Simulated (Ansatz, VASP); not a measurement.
MnO2 in VASP and in Ansatz

File INCAR:

```
SYSTEM = MnO2
  ALGO = Normal
  EDIFF = 1E-7
  ENCUT = 520
  GGA = PE
  ISIF = 2
  ISMEAR = 0
  ISPIN = 2
  LASPH = .True.
  LCHARG = .False.
  LDAU = .True.
  LDAUJ = 0 0
  LDAUL = 2 -1
  LDAUPRINT = 1
  LDAUTYPE = 2
  LDAUU = 6.3 0
  LMAXMIX = 4
  LORBIT = 11
  LREAL = .False.
  LWAVE = .False.
  MAGMOM = 3.21 3.21 -0.2 -0.2 -0.2 -0.2
  NBANDS = 38
  NELM = 150
  PREC = Accurate
  SIGMA = 0.1
```

The input KPOINTS:

```
k-points
0
Gamma
  5 5 7
  0 0 0
```

Contents of POSCAR:

```
MnO2
1.0
    4.3983000000      0.0000000000      0.0000000000
    0.0000000000      4.3983000000      0.0000000000
    0.0000000000      0.0000000000      2.8730000000
Mn O
2 4
Direct
    0.0000000000      0.0000000000      0.0000000000
    0.5000000000      0.5000000000      0.5000000000
    0.3051500000      0.3051500000      0.0000000000
    0.1948500000      0.8051500000      0.5000000000
    0.6948500000      0.6948500000      0.0000000000
    0.8051500000      0.1948500000      0.5000000000
```

Input for Ansatz:

```yaml
crystal:
  lattice:
    - [4.3983, 0.0, 0.0]
    - [0.0, 4.3983, 0.0]
    - [0.0, 0.0, 2.873]
  atoms:
    - { symbol: Mn, position: [0.0, 0.0, 0.0] }
    - { symbol: Mn, position: [0.5, 0.5, 0.5] }
    - { symbol: O, position: [0.30515, 0.30515, 0.0] }
    - { symbol: O, position: [0.19485, 0.80515, 0.5] }
    - { symbol: O, position: [0.69485, 0.69485, 0.0] }
    - { symbol: O, position: [0.80515, 0.19485, 0.5] }
hamiltonian:
  xc: pbe
  pseudopotentials: { kind: paw }
  hubbard: { sites: [{ species: Mn, l: d, u_eff: 6.3 }] }
basis:
  ecutwfc: 420
kpoints:
  mp_grid: { grid: [5, 5, 7] }
scf:
  occupations: { method: gaussian, width: 0.1 }
  lower_state_search: "off"
output:
  forces: true
  stress: true
magnetization:
  spin_polarized: true
```

Alike in both runs: task single point; functional PBE; k mesh 5 × 5 × 7; occupations gaussian, width 0.1 eV; collinear spin; Hubbard terms Mn d U = 6.3 eV.

```csv
,VASP,Ansatz
version,VASP 6.6.1,Ansatz 0.2.0
potentials or method,"VASP PAW PBE potentials, release 64 (Mn_pv, O), cutoff 520 eV","PAW, plane waves, scalar-relativistic"
valence electrons in the cell,50,54
```

Ansatz gave:

| Property | Result |
| --- | --- |
| pressure (GPa) | 18.4 |
| traceless stress, the component that is largest in VASP (GPa) | 5.93 |
| rms of the force components (eV/Å) | 0.096 |
| net moment per atom (μB) | 1.01 |
| size of the moment on the site where the two differ most (μB) | 2.91 |

**Question.** What did VASP give for the same quantities?

**Answer.** Pressure (GPa): 17.6; traceless stress, the component that is largest in VASP (GPa): 5.07; rms of the force components (eV/Å): 0.095; net moment per atom (μB): 1.01; size of the moment on the site where the two differ most (μB): 3.28.

Site moments also hang on the region over which each program counts them. The programs project onto different local orbitals, so the same U acts differently, and such runs can settle in different states. Atom by atom the forces differ by 0.001 eV/Å (rms over components). VASP's potentials hold 50 valence electrons a cell and Ansatz's 54, so a difference there can come from the potentials and not from the codes. Ansatz's warnings: filled band counts differ across k points, no starting moments.
